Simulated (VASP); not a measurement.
# Al (Cmcm) in VASP: notebook, part 2 of 2

VASP 6.6.1. Earlier steps stand in the parts before.

### Step 3. Single point, PBE (mode 1 frozen in at -0.447 Å and mode 5 at +0.000 Å (largest displacements))

INCAR reads:

```
SYSTEM = Al
PREC     = Accurate       ! precision mode
ENCUT    = 520            ! plane-wave cutoff, eV
EDIFF    = 1E-6           ! SCF threshold, eV
ISMEAR   = 0              ! smearing method
SIGMA    = 0.15           ! smearing width, eV
LREAL    = .FALSE.        ! projectors in reciprocal space
LASPH    = .TRUE.         ! aspherical terms in the spheres
NELM     = 60             ! most SCF steps
ALGO     = Fast           ! electronic algorithm
ISIF     = 2              ! what is computed and relaxed
LWAVE    = .FALSE.        ! write WAVECAR
LCHARG   = .TRUE.         ! write CHGCAR
GGA      = PE             ! functional
LELF     = .TRUE.         ! ELF
LVHAR    = .TRUE.       
NBANDS   = 10             ! bands
```

KPOINTS reads:

```
Automatic mesh
0
G
  20 20 12
  0 0 0
```

POSCAR reads:

```
Al
1.0
   -1.6175102401      1.6175102401      1.6175102401
    1.6175102401     -1.6175102401      1.6175102401
    3.2350204801      3.2350204801      0.0000000000
Al
2
Direct
    0.0977047079     -0.0977047079      0.0000000000
    0.4022952921      0.5977047079      0.5000000000
```

Potentials or basis: VASP PAW PBE potentials, release 64 (Al).

On the command line:

```bash
$ cat potpaw_PBE.64/Al/POTCAR > POTCAR
$ mpirun -np 1 vasp_std > vasp.out
```

OUTCAR:

```text
SYSTEM = Al
   PREC = Accurate
   ENCUT = 520
   EDIFF = 1E-6
   ISMEAR = 0
   LREAL = .FALSE.
   LASPH = .TRUE.
   NELM = 60
   ISIF = 2
   GGA = PE

 ion  position               nearest neighbor table
   1  0.098  0.902  0.000-   2 2.68   2 2.68   2 2.94   2 2.94   2 2.94   2 2.94
   2  0.402  0.598  0.500-   1 2.68   1 2.68   1 2.94   1 2.94   1 2.94   1 2.94

  LATTYP: Found a base centered orthorhombic cell.
 ALAT       =     3.2350204802
 B/A-ratio  =     1.4142135624
 C/A-ratio  =     1.4142135623

  Lattice vectors:

 A1 = (  -1.6175102401,   1.6175102401,   1.6175102401)
 A2 = (   1.6175102401,  -1.6175102401,   1.6175102401)
 A3 = (   3.2350204801,   3.2350204801,   0.0000000000)

Analysis of symmetry for initial positions (statically):
=====================================================================
 Subroutine PRICEL returns:
 Original cell was already a primitive cell.

 Routine SETGRP: Setting up the symmetry group for a
 base centered orthorhombic supercell.

 Subroutine GETGRP returns: Found  8 space group operations
 (whereof  4 operations were pure point group operations)
 out of a pool of  8 trial point group operations.

The static configuration has the point symmetry C_2v.
 The point group associated with its full space group is D_2h.

Analysis of symmetry for dynamics (positions and initial velocities):
=====================================================================
 Subroutine PRICEL returns:
 Original cell was already a primitive cell.

 Routine SETGRP: Setting up the symmetry group for a
 base centered orthorhombic supercell.

 Subroutine GETGRP returns: Found  8 space group operations
 (whereof  4 operations were pure point group operations)
 out of a pool of  8 trial point group operations.

The dynamic configuration has the point symmetry C_2v.
 The point group associated with its full space group is D_2h.

 Subroutine INISYM returns: Found  8 space group operations
 (whereof  4 operations are pure point group operations),
 and found     1 'primitive' translations

----------------------------------------------------------------------------------------

                                     Primitive cell
[... 116 lines left out ...]
   GGA     = PE    functional components
   LHFCALC =     F    Hartree Fock is set to
   AEXX    =    0.0000 exact exchange contribution
   IVDW    =     0    specifies the selected vdW correction
   LEPSILON=     F    determine dielectric tensor
   LRPA    =     F    only Hartree local field effects (RPA)
 non-spin polarized calculation
 RMM-DIIS sequential band-by-band and
 Gauss-broadening in eV      SIGMA  =   0.15
  energy-cutoff  :      520.00
  volume of cell :       33.86
 maximum number of plane-waves:       928
 NGX is ok and might be reduce to    24
   NGX = 11   NGY = 11   NGZ = 17

 number of electron       6.0000000 magnetization

 Free energy of the ion-electron system (eV)
  ---------------------------------------------------
  ext. energy  EPLUGINS =         0.00000000
  ---------------------------------------------------
  free energy    TOTEN  =        -7.31838631 eV

  energy without entropy =       -7.30824138  energy(sigma->0) =       -7.31331384

 E-fermi :   7.6625     XC(G=0): -10.0913

 val. band max:        7.6621115973   @ k =   0.5000   0.0000   0.0000
 cond. band min:       7.6665811995   @ k =   0.4500   0.0000   0.1667
 fundamental gap:      0.0044696021
 Fermi energy:         7.6624789325

 k-point     1 :       0.0000    0.0000    0.0000
  band No.  band energies     occupation
      1      -3.2467      2.00000
      2       3.4389      2.00000
      3       3.8951      2.00000
      4      15.7871      0.00000
      5      15.8770      0.00000
      6      17.0489      0.00000
      7      18.2499      0.00000
      8      21.2835      0.00000
      9      21.6603      0.00000
     10      21.9508      0.00000
[... 287 lines left out ...]
 k-point    24 :      -0.3500    0.0500    0.0000
  band No.  band energies     occupation
      1      -0.8730      2.00000
      2       5.6323      2.00000
      3       5.7549      2.00000
      4       6.4452      2.00000
      5      12.3924      0.00000
      6      12.6652      0.00000
      7      15.1834      0.00000
      8      17.0956      0.00000
      9      20.9969      0.00000
     10      20.9983      0.00000

 [... further k-points ...]
[... 5 lines left out ...]
  --------------------------------------------------------------------------------------
  -------------------------------------------------------------------------------------
  Total        0.7638068      0.7638068     -0.6036402     -0.0567222      0.0000000      0.0000000
  in kB       36.1462310     36.1462310    -28.5665407     -2.6843078      0.0000000      0.0000000
  external PRESSURE =      14.5753071 kB  Pullay stress =       0.0000000 kB

 VOLUME and BASIS-vectors are now :
 -----------------------------------------------------------------------------
  energy-cutoff  :      520.00
  volume of cell :       33.86
      direct lattice vectors                 reciprocal lattice vectors
    -1.617510240  1.617510240  1.617510240    -0.154558527  0.154558527  0.309117054
     1.617510240 -1.617510240  1.617510240     0.154558527 -0.154558527  0.309117054
     3.235020480  3.235020480  0.000000000     0.154558527  0.154558527  0.000000000

 POSITION                                       TOTAL-FORCE (eV/Angst)
 -----------------------------------------------------------------------------------
      1.30143     -1.30143      1.61751         0.250899     -0.250899      0.000000
      1.93359      1.30143      1.61751        -0.250899      0.250899      0.000000
 -----------------------------------------------------------------------------------
    total drift:                               -0.000000      0.000000      0.000000

  FREE ENERGIE OF THE ION-ELECTRON SYSTEM (eV)
  ---------------------------------------------------
  free  energy   TOTEN  =        -7.3183863072 eV

  energy  without entropy=       -7.3082413813  energy(sigma->0) =       -7.31331384
```

Wall time 98 s (1 thread of Intel Xeon Platinum 8488C (Sapphire Rapids), shared host); peak memory 0.32 GiB.

Results:

| Item | Value |
| --- | --- |
| Free energy | -7.3184 eV |
| Pressure | 1.5 GPa |
| Largest force | 0.355 eV/Å |
| Band gap on the k mesh | zero (band 3 reaches 12.70 eV, above the bottom of band 4 at 4.02 eV) |

Forces on the atoms (eV/Å):
```
Al   0.251 -0.251  0.000
Al  -0.251  0.251  0.000
```

Levels at points of the mesh, in eV from the Fermi level:
```csv
k point,band 1,band 2,band 3,band 4,band 5,band 6,band 7,band 8
"(0.00, 0.00, 0.00)",-10.91,-4.22,-3.77,8.12,8.21,9.39,10.59,13.62
"(0.50, 0.00, 0.00)",-6.02,-5.38,0.00,1.10,1.48,1.53,7.25,8.59
"(0.50, 0.50, 0.00)",-4.17,-3.95,1.93,2.21,2.30,2.85,3.06,4.40
"(0.00, 0.00, 0.50)",-9.15,-9.15,4.19,4.19,9.30,9.30,10.24,10.24
"(0.50, 0.00, 0.50)",-4.35,-4.35,-3.64,-3.64,8.09,8.09,8.72,8.72
"(0.50, 0.50, 0.50)",-2.92,-2.92,-1.66,-1.66,3.49,3.49,5.22,5.22
```

Caveat: the cell differs from its parent crystal (mode 1 frozen in at -0.447 Å and mode 5 at +0.000 Å (largest displacements)).
